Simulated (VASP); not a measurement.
Set up this calculation in VASP 6.6.1, as the native input.

```
Task                   : single point
Functional             : PBE
Dispersion             : D4
Potentials or basis    : VASP PAW PBE potentials, release 64 (Sn_d, O)
Cutoff                 : 520 eV
k mesh                 : 9 × 9 × 9
Occupations            : fermi-dirac, width 0.05 eV
Spin                   : no spin polarisation
Dipole correction      : no
Further INCAR settings : ALGO = Normal; EDIFF = 1e-06; NBANDS = 20
```

The structure of SnO2 lies in POSCAR:

```
SnO2
1.0
    0.0000000000      2.5548304398      2.5548304398
    2.5548304398      0.0000000000      2.5548304398
    2.5548304398      2.5548304398      0.0000000000
Sn O
1 2
Direct
    0.0000000000      0.0000000000      0.0000000000
    0.7500000000      0.7500000000      0.7500000000
    0.2500000000      0.2500000000      0.2500000000
```

These files were run (other wordings do the same):

INCAR

```
PREC     = Accurate       # precision mode
ENCUT    = 520            # plane-wave cutoff, eV
EDIFF    = 1E-6           # SCF threshold, eV
ISMEAR   = -1             # smearing method
SIGMA    = 0.05           # smearing width, eV
LREAL    = F              # projectors in reciprocal space
LASPH    = T              # aspherical terms in the spheres
NELM     = 60             # most SCF steps
ALGO     = Normal         # electronic algorithm
ISIF     = 2              # what is computed and relaxed
LWAVE    = F              # write WAVECAR
LCHARG   = F              # write CHGCAR
GGA      = PE             # functional
IVDW     = 13             # dispersion correction
NBANDS   = 20             # bands
```

KPOINTS

```
regular mesh
0
Gamma
  9 9 9
```

Potentials or basis: VASP PAW PBE potentials, release 64 (Sn_d, O).

Run with:

```console
$ cat potpaw_PBE.64/Sn_d/POTCAR potpaw_PBE.64/O/POTCAR > POTCAR
$ mpirun -np 1 vasp_std > vasp.out
```

Results of the run:

```
Pressure                   : 0.6 GPa
Dispersion energy per atom : -0.282 eV
```

Wall time 51 s on 1 thread of AMD EPYC 7R13, with other jobs on the host, peak memory 0.14 GiB.
